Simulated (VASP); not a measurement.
# Cr (Im-3m) in VASP: further runs

Cr is run at these levels: LDA; tasks: single point, relaxation of cell and atoms.

All numbers are computed with VASP 6.6.1; they aren't measurements. Logs are shortened: lines on timing, memory, paths and dates and some standing lists are left out, and cuts for length are marked.

## 1. The cell of the first run

It takes space group Im-3m (No. 229, cubic). The conventional cell has a = 2.790 Å, b = 2.790 Å, c = 2.790 Å, α = 90.00°, β = 90.00°, γ = 90.00°. Within 3.2 Å of Cr (site symmetry m-3m) lie 14 Cr at 2.42 to 2.79 Å.

## 2. Single point, LDA, collinear spin, ferromagnetic start

The input, INCAR:

```
PREC     = Accurate       # precision mode
ENCUT    = 500            # plane-wave cutoff, eV
EDIFF    = 1E-6           # SCF threshold, eV
ISMEAR   = -1             # smearing method
SIGMA    = 0.05           # smearing width, eV
LREAL    = False          # projectors in reciprocal space
LASPH    = True           # aspherical terms in the spheres
NELM     = 200            # most SCF steps
ALGO     = Normal         # electronic algorithm
ISIF     = 2              # what is computed and relaxed
LWAVE    = False          # write WAVECAR
LCHARG   = False          # write CHGCAR
ISPIN    = 2              # spin polarisation
MAGMOM   = 3              # initial moments
LORBIT   = 11             # projections on sites
LMAXMIX  = 4              # l up to which the mixer works
NBANDS   = 16             # bands
GGA_COMPAT= False
```

The input, KPOINTS:

```
Automatic mesh
0
Gamma
  11 11 11
```

The input, POSCAR:

```
Cr
1.0
   -1.3950921948      1.3950921948      1.3950921948
    1.3950921948     -1.3950921948      1.3950921948
    1.3950921948      1.3950921948     -1.3950921948
Cr
1
Direct
    0.0000000000      0.0000000000      0.0000000000
```

Potentials or basis: VASP PAW LDA potentials, release 64 (Cr_pv).

The run is started by

```bash
> cat potpaw_LDA.64/Cr_pv/POTCAR > POTCAR
> mpirun -np 1 vasp_std > vasp.out
```

OUTCAR:

```text
PREC = Accurate
   ENCUT = 500
   EDIFF = 1E-6
   ISMEAR = -1
   LREAL = False
   LASPH = True
   NELM = 200
   ISIF = 2
   ISPIN = 2
   LORBIT = 11

 ion  position               nearest neighbor table
   1  0.000  0.000  0.000-

  LATTYP: Found a body centered cubic cell.
 ALAT       =     2.7901843896

  Lattice vectors:

 A1 = (  -1.3950921948,   1.3950921948,   1.3950921948)
 A2 = (   1.3950921948,  -1.3950921948,   1.3950921948)
 A3 = (   1.3950921948,   1.3950921948,  -1.3950921948)

Analysis of symmetry for initial positions (statically):
=====================================================================
 Subroutine PRICEL returns:
 Original cell was already a primitive cell.

 Routine SETGRP: Setting up the symmetry group for a
 body centered cubic supercell.

 Subroutine GETGRP returns: Found 48 space group operations
 (whereof 48 operations were pure point group operations)
 out of a pool of 48 trial point group operations.

The static configuration has the point symmetry O_h .

Analysis of symmetry for dynamics (positions and initial velocities):
=====================================================================
 Subroutine PRICEL returns:
 Original cell was already a primitive cell.

 Routine SETGRP: Setting up the symmetry group for a
 body centered cubic supercell.

 Subroutine GETGRP returns: Found 48 space group operations
 (whereof 48 operations were pure point group operations)
 out of a pool of 48 trial point group operations.

The dynamic configuration has the point symmetry O_h .

Analysis of structural, dynamic, and magnetic symmetry:
=====================================================================
 Subroutine PRICEL returns:
 Original cell was already a primitive cell.

 Routine SETGRP: Setting up the symmetry group for a
 body centered cubic supercell.

 Subroutine GETGRP returns: Found 48 space group operations
 (whereof 48 operations were pure point group operations)
 out of a pool of 48 trial point group operations.

The overall configuration has the point symmetry O_h .

 Subroutine INISYM returns: Found 48 space group operations
 (whereof 48 operations are pure point group operations),
 and found     1 'primitive' translations

----------------------------------------------------------------------------------------

                                     Primitive cell

  volume of cell :      10.8610

  direct lattice vectors                    reciprocal lattice vectors
    -1.395092195  1.395092195  1.395092195     0.000000000  0.358399253  0.358399253
     1.395092195 -1.395092195  1.395092195     0.358399253  0.000000000  0.358399253
     1.395092195  1.395092195 -1.395092195     0.358399253  0.358399253  0.000000000

  length of vectors
     2.416370563  2.416370563  2.416370563     0.506853084  0.506853084  0.506853084
[... 102 lines left out ...]
  Thomas-Fermi vector in A             =   2.774023
   LORBIT       =     11    0 simple, 1 ext, 2 COOP (PROOUT), +10 PAW based schemes
   GGA     = CA    functional components
   LHFCALC =     F    Hartree Fock is set to
   AEXX    =    0.0000 exact exchange contribution
   IVDW    =     0    specifies the selected vdW correction
   LEPSILON=     F    determine dielectric tensor
   LRPA    =     F    only Hartree local field effects (RPA)
 spin polarized calculation
  energy-cutoff  :      500.00
  volume of cell :       10.86
 maximum number of plane-waves:       285
 NGX is ok and might be reduce to    18
   NGX =  9   NGY =  9   NGZ =  9

 number of electron      12.0000011 magnetization       0.0023812

 number of electron      12.0000011 magnetization      -0.0005409

 Free energy of the ion-electron system (eV)
  ---------------------------------------------------
  ext. energy  EPLUGINS =         0.00000000
  ---------------------------------------------------
  free energy    TOTEN  =       -10.61882828 eV

  energy without entropy =      -10.61008861  energy(sigma->0) =      -10.61445844

 E-fermi :  11.6680     XC(G=0): -14.3675

 val. band max:       11.6503606969   @ k =  -0.1818   0.2727   0.0909
 cond. band min:      11.6718345726   @ k =  -0.4545  -0.4545   0.2727
 fundamental gap:      0.0214738757
 Fermi energy:        11.6679704850

 spin component 1

 k-point     1 :       0.0000    0.0000    0.0000
  band No.  band energies     occupation
      1     -30.5500      1.00000
      2     -30.5500      1.00000
      3     -30.5500      1.00000
      4       3.7053      1.00000
      5      10.6949      1.00000
      6      10.6949      1.00000
[... 435 lines left out ...]
      5       8.9506      1.00000
      6      10.5241      1.00000
[... 8 lines left out ...]
     15      44.8411      0.00000
     16      48.1449      0.00000

 [... further k-points ...]

 spin component 2

 k-point     1 :       0.0000    0.0000    0.0000
  band No.  band energies     occupation
      1     -30.5505      1.00000
      2     -30.5505      1.00000
      3     -30.5505      1.00000
      4       3.7051      1.00000
      5      10.6945      1.00000
      6      10.6945      1.00000
[... 435 lines left out ...]
      5       8.9502      1.00000
      6      10.5237      1.00000
[... 8 lines left out ...]
     15      44.8409      0.00000
     16      48.1446      0.00000

 [... further k-points ...]

------------------------ aborting loop because EDIFF is reached ----------------------------------------

  FORCE on cell =-STRESS in cart. coord.  units (eV):
  Direction    XX          YY          ZZ          XY          YZ          ZX
  --------------------------------------------------------------------------------------
  -------------------------------------------------------------------------------------
  Total       -0.0086839     -0.0086839     -0.0086839     -0.0000000      0.0000000      0.0000000
  in kB       -1.2810196     -1.2810196     -1.2810196     -0.0000000      0.0000000      0.0000000
  external PRESSURE =      -1.2810196 kB  Pullay stress =       0.0000000 kB

 VOLUME and BASIS-vectors are now :
 -----------------------------------------------------------------------------
  energy-cutoff  :      500.00
  volume of cell :       10.86
      direct lattice vectors                 reciprocal lattice vectors
    -1.395092195  1.395092195  1.395092195     0.000000000  0.358399253  0.358399253
     1.395092195 -1.395092195  1.395092195     0.358399253  0.000000000  0.358399253
     1.395092195  1.395092195 -1.395092195     0.358399253  0.358399253  0.000000000

 POSITION                                       TOTAL-FORCE (eV/Angst)
 -----------------------------------------------------------------------------------
      0.00000      0.00000      0.00000         0.000000      0.000000      0.000000
 -----------------------------------------------------------------------------------
    total drift:                                0.000000      0.000000      0.000000

  FREE ENERGIE OF THE ION-ELECTRON SYSTEM (eV)
  ---------------------------------------------------
  free  energy   TOTEN  =       -10.6188282758 eV

  energy  without entropy=      -10.6100886088  energy(sigma->0) =      -10.61445844

 total charge

# of ion       s       p       d       tot
------------------------------------------
    1        0.448   6.442   4.310  11.200

 magnetization (x)

# of ion       s       p       d       tot
------------------------------------------
    1        0.000  -0.000  -0.000  -0.000
```

OSZICAR:

```text
N       E                     dE             d eps       ncg     rms          rms(c)
DAV:   1     0.758646715811E+02    0.75865E+02   -0.58417E+03  3736   0.839E+02
DAV:   2    -0.944751338158E+01   -0.85312E+02   -0.80575E+02  3968   0.241E+02
DAV:   3    -0.108522575096E+02   -0.14047E+01   -0.14026E+01  4064   0.342E+01
DAV:   4    -0.108566869863E+02   -0.44295E-02   -0.44294E-02  4224   0.189E+00
DAV:   5    -0.108567149264E+02   -0.27940E-04   -0.27942E-04  4096   0.136E-01    0.185E+01
DAV:   6    -0.106090369312E+02    0.24768E+00   -0.18680E+00  3704   0.253E+01    0.356E+00
DAV:   7    -0.106243092437E+02   -0.15272E-01   -0.72137E-02  3720   0.227E+00    0.190E+00
DAV:   8    -0.106247216682E+02   -0.41242E-03   -0.75740E-03  3976   0.723E-01    0.745E-01
DAV:   9    -0.106186646922E+02    0.60570E-02   -0.18604E-03  3992   0.509E-01    0.196E-01
DAV:  10    -0.106187969500E+02   -0.13226E-03   -0.38277E-04  4000   0.130E-01    0.577E-02
DAV:  11    -0.106188241869E+02   -0.27237E-04   -0.10859E-05  4016   0.365E-02    0.155E-02
DAV:  12    -0.106188273592E+02   -0.31723E-05   -0.61426E-07  2824   0.612E-03    0.609E-03
DAV:  13    -0.106188282758E+02   -0.91659E-06   -0.84425E-08  2040   0.270E-03
   1 F= -.10618828E+02 E0= -.10614458E+02  d E =-.873967E-02  mag=    -0.0002
```

Wall time 7.6 s (1 thread of Intel Xeon 6975P-C (Granite Rapids), shared host); peak memory 0.12 GiB.

Results:

* Free energy: -10.6188 eV
* Pressure: -0.1 GPa
* Band gap on the k mesh: zero (filled and empty bands overlap)
* Net moment: 0.00 μB per cell
* Valence electrons inside the program's atomic spheres: Cr 11.20

Levels at points of the mesh, in eV from the Fermi level:
Spin up:
```tsv
k point	band 2	band 3	band 4	band 5	band 6	band 7	band 8	band 9	band 10	band 11
(0.00, 0.00, 0.00)	-42.22	-42.22	-7.96	-0.97	-0.97	-0.97	1.20	1.20	5.41	22.85
```
Spin down:
| k point | band 2 | band 3 | band 4 | band 5 | band 6 | band 7 | band 8 | band 9 | band 10 | band 11 |
| --- | --- | --- | --- | --- | --- | --- | --- | --- | --- | --- |
| (0.00, 0.00, 0.00) | -42.22 | -42.22 | -7.96 | -0.97 | -0.97 | -0.97 | 1.20 | 1.20 | 5.41 | 22.84 |

Caveat: an empty level that is flat over the whole mesh can mark a ghost state of the potentials, or a narrow d or f band.

## 3. Relaxation of cell and atoms, LDA, collinear spin, ferromagnetic start

This run uses another cell than the first one, of 11.99 Å³/atom.

The input, INCAR:

```
ALGO = Normal
EDIFF = 1E-7
EDIFFG = -0.01
ENCUT = 500
GGA_COMPAT = F
IBRION = 2
ISIF = 3
ISMEAR = -1
ISPIN = 2
LASPH = T
LCHARG = F
LMAXMIX = 4
LORBIT = 11
LREAL = F
LWAVE = F
MAGMOM = 3
NELM = 200
NELMIN = 4
NSW = 60
PREC = Accurate
SIGMA = 0.05
```

The input, KPOINTS:

```
k-points
0
Gamma
  11 11 11
```

The input, POSCAR:

```
Cr
1.0
   -1.4419500000      1.4419500000      1.4419500000
    1.4419500000     -1.4419500000      1.4419500000
    1.4419500000      1.4419500000     -1.4419500000
Cr
1
Direct
    0.0000000000      0.0000000000      0.0000000000
```

Potentials or basis: VASP PAW LDA potentials, release 64 (Cr_pv).

The run is started by

```bash
> cat potpaw_LDA.64/Cr_pv/POTCAR > POTCAR
> mpirun -np 1 vasp_std > vasp.out
```

Run time: 25 s. Hardware: 1 thread of Intel Xeon 6975P-C (Granite Rapids), shared host; peak memory 0.14 GiB.

Results (log left out):

```yaml
Free_energy: -10.6196 eV
Relaxed_volume: 10.86 Å³/atom
Relaxed_cell: a = 2.417 Å, b = 2.417 Å, c = 2.417 Å, α = 109.47°, β = 109.47°, γ = 109.47°
Space_group_after_relaxing_to_0.1_Å: Im-3m (No. 229)
Energy_gained_by_relaxing: 93.7 meV/atom
Ionic_steps: 7
Pressure_after_relaxing: 0.0 GPa
Band_gap_on_the_k_mesh: zero (filled and empty bands overlap)
Net_moment: 0.00 μB per cell
Valence_electrons_inside_the_program's_atomic_spheres: Cr 11.20
```

The path:
```tsv
step	energy change (eV)	largest force (eV/Å)	pressure (GPa)	volume (Å³)
1	0.0000	0.0000	-24.39	11.99
2	0.2775	0.0000	77.67	9.09
3	-0.0933	0.0000	-1.90	10.93
4	-0.0937	0.0000	-0.32	10.88
5	-0.0937	0.0000	0.28	10.85
6	-0.0937	0.0000	-0.45	10.88
7	-0.0937	0.0000	0.00	10.86
```

Final structure:
```
Cr
1.0
    -1.39522    1.39522    1.39522
     1.39522   -1.39522    1.39522
     1.39522    1.39522   -1.39522
Cr
1
Direct
  0.00000 0.00000 0.00000
```

Levels at points of the mesh, in eV from the Fermi level:
Spin up:
| k point | band 2 | band 3 | band 4 | band 5 | band 6 | band 7 | band 8 | band 9 | band 10 | band 11 |
| --- | --- | --- | --- | --- | --- | --- | --- | --- | --- | --- |
| (0.00, 0.00, 0.00) | -42.22 | -42.22 | -7.96 | -0.97 | -0.97 | -0.97 | 1.20 | 1.20 | 5.41 | 22.84 |
Spin down:
```
           k point  band 4  band 5  band 6  band 7  band 8  band 9
(0.00, 0.00, 0.00)   -7.96   -0.97   -0.97   -0.97    1.20    1.20
```

Caveat: an empty level that is flat over the whole mesh can mark a ghost state of the potentials, or a narrow d or f band.
